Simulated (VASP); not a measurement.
# TiO2 (Cm) in VASP: single point with PBE+U

Aim: the single point of TiO2 with PBE+U.

Everything below comes from runs of VASP 6.6.1. Logs are shortened: lines on timing, memory, paths and dates and some standing lists are left out, and cuts for length are marked.

## Step 1: The cell of the first run

The structure is monoclinic, space group Cm (No. 8). Conventional cell: a = 10.496 Å, b = 3.818 Å, c = 3.818 Å, α = 90.00°, β = 111.33°, γ = 90.00°. Within 2.6 Å of Ti (site symmetry m) lie 6 O at 1.93 to 2.01 Å. Within 2.5 Å of Ti (site symmetry m) lie 6 O at 1.89 to 2.07 Å. Within 2.5 Å of O (site symmetry m) lie 3 Ti at 1.89 to 2.07 Å and 2 O at 2.35 to 2.50 Å. O (site symmetry m) has 3 Ti at 1.96 to 2.01 Å and 2 O at 2.47 Å within 2.6 Å. O (site symmetry m) has 3 Ti at 1.96 to 2.01 Å and 2 O at 2.35 to 2.50 Å within 2.6 Å. O (site symmetry m) has 3 Ti at 1.96 to 2.01 Å and 2 O at 2.47 Å within 2.6 Å.

## Step 2: Single point, PBE+U (atom 3 (O) moved +0.120 Å towards its neighbour atom 5 (O) at 2.471 Å)

Contents of INCAR:

```
PREC     = Accurate       # precision mode
ENCUT    = 520            # plane-wave cutoff, eV
EDIFF    = 1E-6           # SCF threshold, eV
ISMEAR   = 0              # smearing method
SIGMA    = 0.05           # smearing width, eV
LREAL    = False          # projectors in reciprocal space
LASPH    = True           # aspherical terms in the spheres
NELM     = 150            # most SCF steps
ALGO     = Normal         # electronic algorithm
ISIF     = 2              # what is computed and relaxed
LWAVE    = False          # write WAVECAR
LCHARG   = False          # write CHGCAR
LMAXMIX  = 4              # l up to which the mixer works
LDAU     = True           # DFT+U
LDAUTYPE = 2            
LDAUL    = 2 -1           # shell
LDAUU    = 4 0            # U, eV
LDAUJ    = 0 0          
LDAUPRINT= 1            
GGA      = PE             # functional
NBANDS   = 33             # bands
```

Contents of KPOINTS:

```
Automatic mesh
0
Gamma
  8 8 8
```

Contents of POSCAR:

```
TiO2
1.0
   -1.9089353641      1.9089353641      4.8883612609
    1.9089353641     -1.9089353641      4.8883612609
    1.9089353641      1.9089353641     -4.8883612609
Ti O
2 4
Direct
    0.0000000000      0.0000000000      0.0000000000
    0.7500000000      0.2500000000      0.5000000000
    0.1732034268      0.1974809199     -0.0242774930
    0.9552765759      0.4552765759      0.5000000000
    0.5447234241      0.0447234241      0.5000000000
    0.7947234241      0.7947234241      0.0000000000
```

Potentials or basis: VASP PAW PBE potentials, release 64 (Ti_sv, O).

Command:

```bash
cat potpaw_PBE.64/Ti_sv/POTCAR potpaw_PBE.64/O/POTCAR > POTCAR
mpirun -np 1 vasp_std > vasp.out
```

OUTCAR:

```text
PREC = Accurate
   ENCUT = 520
   EDIFF = 1E-6
   ISMEAR = 0
   LREAL = False
   LASPH = True
   NELM = 150
   ISIF = 2
   GGA = PE

 ion  position               nearest neighbor table
   1  0.000  0.000  0.000-   3 1.93   5 1.96   4 1.96   5 1.96   4 1.96   6 2.01
   2  0.750  0.250  0.500-   3 1.89   6 1.96   6 1.96   5 2.01   4 2.01   3 2.07
   3  0.173  0.197  0.976-   2 1.89   1 1.93   2 2.07
   4  0.955  0.455  0.500-   1 1.96   1 1.96   2 2.01
   5  0.545  0.045  0.500-   1 1.96   1 1.96   2 2.01
   6  0.795  0.795  0.000-   2 1.96   2 1.96   1 2.01

  LATTYP: Found a body centered tetragonal cell.
 ALAT       =     3.8178707282
 C/A-ratio  =     2.5607788262

  Lattice vectors:

 A1 = (  -1.9089353641,   1.9089353641,   4.8883612609)
 A2 = (   1.9089353641,  -1.9089353641,   4.8883612609)
 A3 = (   1.9089353641,   1.9089353641,  -4.8883612609)

Analysis of symmetry for initial positions (statically):
=====================================================================
 Subroutine PRICEL returns:
 Original cell was already a primitive cell.

 Routine SETGRP: Setting up the symmetry group for a
 body centered tetragonal supercell.

 Subroutine GETGRP returns: Found  2 space group operations
 (whereof  2 operations were pure point group operations)
 out of a pool of 16 trial point group operations.

The static configuration has the point symmetry C_1h.

Analysis of symmetry for dynamics (positions and initial velocities):
=====================================================================
 Subroutine PRICEL returns:
 Original cell was already a primitive cell.

 Routine SETGRP: Setting up the symmetry group for a
 body centered tetragonal supercell.

 Subroutine GETGRP returns: Found  2 space group operations
 (whereof  2 operations were pure point group operations)
 out of a pool of 16 trial point group operations.

The dynamic configuration has the point symmetry C_1h.

[... 191 lines left out ...]
 -0.0036  0.0000  0.0000  0.1012  0.0000
  0.0000  0.0169 -0.0022  0.0000  0.2434

spin component  2

  0.1023  0.0000  0.0000 -0.0036  0.0000
  0.0000  0.1056  0.0114  0.0000  0.0169
  0.0000  0.0114  0.2452  0.0000 -0.0022
 -0.0036  0.0000  0.0000  0.1012  0.0000
  0.0000  0.0169 -0.0022  0.0000  0.2434

 occupancies and eigenvectors

  o =  0.0982  v =  0.6548 -0.0000  0.0000  0.7558  0.0000  0.0000  0.0000  0.0000  0.0000  0.0000      0.0000  0.0000  0.0000  0.0000  0.0000  0.0000  0.0000  0.0000  0.0000  0.0000
  o =  0.0982  v =  0.0000  0.0000  0.0000  0.0000  0.0000  0.6548 -0.0000  0.0000  0.7558  0.0000      0.0000  0.0000  0.0000  0.0000  0.0000  0.0000  0.0000  0.0000  0.0000  0.0000
  o =  0.1026  v = -0.0000 -0.9895  0.0812  0.0000  0.1198  0.0000  0.0000  0.0000  0.0000  0.0000      0.0000  0.0000  0.0000  0.0000  0.0000  0.0000  0.0000  0.0000  0.0000  0.0000
  o =  0.1026  v =  0.0000  0.0000  0.0000  0.0000  0.0000 -0.0000 -0.9895  0.0812  0.0000  0.1198      0.0000  0.0000  0.0000  0.0000  0.0000  0.0000  0.0000  0.0000  0.0000  0.0000
  o =  0.1054  v =  0.0000  0.0000  0.0000  0.0000  0.0000  0.7558 -0.0000  0.0000 -0.6548  0.0000      0.0000  0.0000  0.0000  0.0000  0.0000  0.0000  0.0000  0.0000  0.0000  0.0000
  o =  0.1054  v =  0.7558 -0.0000  0.0000 -0.6548  0.0000  0.0000  0.0000  0.0000  0.0000  0.0000      0.0000  0.0000  0.0000  0.0000  0.0000  0.0000  0.0000  0.0000  0.0000  0.0000
  o =  0.2449  v =  0.0000 -0.1447 -0.5590 -0.0000 -0.8165  0.0000  0.0000  0.0000  0.0000  0.0000      0.0000  0.0000  0.0000  0.0000  0.0000  0.0000  0.0000  0.0000  0.0000  0.0000
  o =  0.2449  v =  0.0000  0.0000  0.0000  0.0000  0.0000  0.0000 -0.1447 -0.5590 -0.0000 -0.8165      0.0000  0.0000  0.0000  0.0000  0.0000  0.0000  0.0000  0.0000  0.0000  0.0000
  o =  0.2467  v =  0.0000  0.0000  0.0000  0.0000  0.0000 -0.0000  0.0007 -0.8252  0.0000  0.5649      0.0000  0.0000  0.0000  0.0000  0.0000  0.0000  0.0000  0.0000  0.0000  0.0000
  o =  0.2467  v = -0.0000  0.0007 -0.8252  0.0000  0.5649  0.0000  0.0000  0.0000  0.0000  0.0000      0.0000  0.0000  0.0000  0.0000  0.0000  0.0000  0.0000  0.0000  0.0000  0.0000

 number of electron      47.9999995 magnetization

 Free energy of the ion-electron system (eV)
  ---------------------------------------------------
  ext. energy  EPLUGINS =         0.00000000
  ---------------------------------------------------
  free energy    TOTEN  =       -48.37159833 eV

  energy without entropy =      -48.37159833  energy(sigma->0) =      -48.37159833

 E-fermi :   3.4496     XC(G=0): -10.5007

 val. band max:        3.1780704772   @ k =   0.5000   0.5000   0.0000
 cond. band min:       5.9356582925   @ k =   0.0000   0.0000   0.0000
 fundamental gap:      2.7575878153
 Fermi energy:         3.4496344004

 k-point     1 :       0.0000    0.0000    0.0000
  band No.  band energies     occupation
      1     -54.3018      2.00000
      2     -54.1464      2.00000
      3     -30.6188      2.00000
      4     -30.4766      2.00000
      5     -30.4501      2.00000
      6     -30.2985      2.00000
[... 853 lines left out ...]
     32       9.3728      0.00000
     33       9.6982      0.00000

 [... further k-points ...]

------------------------ aborting loop because EDIFF is reached ----------------------------------------

  FORCE on cell =-STRESS in cart. coord.  units (eV):
  Direction    XX          YY          ZZ          XY          YZ          ZX
  --------------------------------------------------------------------------------------
  -------------------------------------------------------------------------------------
  Total        2.0255813      2.6371695      3.4256772      0.0000000      0.6084088      0.0000000
  in kB       45.5464507     59.2983889     77.0284734      0.0000000     13.6804489      0.0000000
  external PRESSURE =      60.6244377 kB  Pullay stress =       0.0000000 kB

 VOLUME and BASIS-vectors are now :
 -----------------------------------------------------------------------------
  energy-cutoff  :      520.00
  volume of cell :       71.25
      direct lattice vectors                 reciprocal lattice vectors
    -1.908935364  1.908935364  4.888361261     0.000000000  0.261926103  0.102283766
     1.908935364 -1.908935364  4.888361261     0.261926103  0.000000000  0.102283766
     1.908935364  1.908935364 -4.888361261     0.261926103  0.261926103  0.000000000

 POSITION                                       TOTAL-FORCE (eV/Angst)
 -----------------------------------------------------------------------------------
      0.00000      0.00000      0.00000         0.000000     -0.017669     -0.430101
     -0.00000      1.90894      2.44418         0.000000     -0.591412     -0.119779
      1.90894      1.81625     -2.95765        -0.000000      1.645689      1.297810
      0.00000      1.90894      4.45111         0.000000     -0.026795     -0.020426
      0.00000      1.90894      0.43725        -0.000000     -0.764880     -0.363648
      0.00000      0.00000      7.76979         0.000000     -0.244933     -0.363856
 -----------------------------------------------------------------------------------
    total drift:                               -0.000001     -0.000185     -0.000009

  FREE ENERGIE OF THE ION-ELECTRON SYSTEM (eV)
  ---------------------------------------------------
  free  energy   TOTEN  =       -48.3715983326 eV

  energy  without entropy=      -48.3715983326  energy(sigma->0) =      -48.37159833
```

Wall time 7.9 min (1 thread of Intel Xeon Platinum 8559C (Emerald Rapids), shared host); peak memory 0.44 GiB.

Results:

| Item | Value |
| --- | --- |
| Free energy | -48.3716 eV |
| Pressure | 6.1 GPa |
| Largest force | 2.096 eV/Å |
| Band gap on the k mesh | 2.76 eV, indirect (least direct gap 2.98 eV) |

Forces in eV/Å, atoms in the order of the input:
```
Ti   0.000 -0.018 -0.430
Ti   0.000 -0.591 -0.120
O    0.000  1.646  1.298
O    0.000 -0.027 -0.020
O    0.000 -0.765 -0.364
O    0.000 -0.245 -0.364
```

Eigenvalues of the final occupation matrices:
```tsv
site	spin	trace	eigenvalues
site 1 d	1	0.80	0.10 0.10 0.10 0.24 0.25
site 1 d	2	0.80	0.10 0.10 0.10 0.24 0.25
site 2 d	1	0.80	0.10 0.10 0.11 0.24 0.25
site 2 d	2	0.80	0.10 0.10 0.11 0.24 0.25
```

Caveat: the cell differs from its parent crystal (atom 3 (O) moved +0.120 Å towards its neighbour atom 5 (O) at 2.471 Å); forces of over 1 eV/Å act on the atoms, so gaps and moduli don't describe the material at rest. A k mesh can miss the band edges.
